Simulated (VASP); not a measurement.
Sn, 1 atom in the cell. The structure is tetragonal, space group I4/mmm (No. 139). The conventional cell has a = 3.241 Å, b = 3.241 Å, c = 4.414 Å, α = 90.00°, β = 90.00°, γ = 90.00°. Sn (site symmetry 4/mmm) has 12 Sn at 3.18 to 3.24 Å within 4.2 Å. 

```yaml
Program: VASP 6.6.1
Task: single point
Functional: PBEsol
Potentials_or_basis: VASP PAW PBE potentials, release 64 (Sn_d)
Cutoff: 520 eV
k_mesh: 11 × 11 × 11
Occupations: fermi-dirac, width 0.05 eV
Spin: no spin polarisation
Dipole_correction: no
Further_INCAR_settings: ALGO = Normal; EDIFF = 1e-06; NBANDS = 13
```

Potentials or basis: VASP PAW PBE potentials, release 64 (Sn_d).

Command:

```sh
$ cat potpaw_PBE.64/Sn_d/POTCAR > POTCAR
$ mpirun -np 1 vasp_std > vasp.out
```

Hardware: 1 thread of Intel(R) Xeon(R) 6975P-C (Granite Rapids), with other jobs on the host.

Task: Estimate the wall time of this run.

Result: Run time: 16 s on 1 thread of Intel(R) Xeon(R) 6975P-C (Granite Rapids) (shared host), peak memory 0.18 GiB. Counts: scf iterations 10, k points 216.
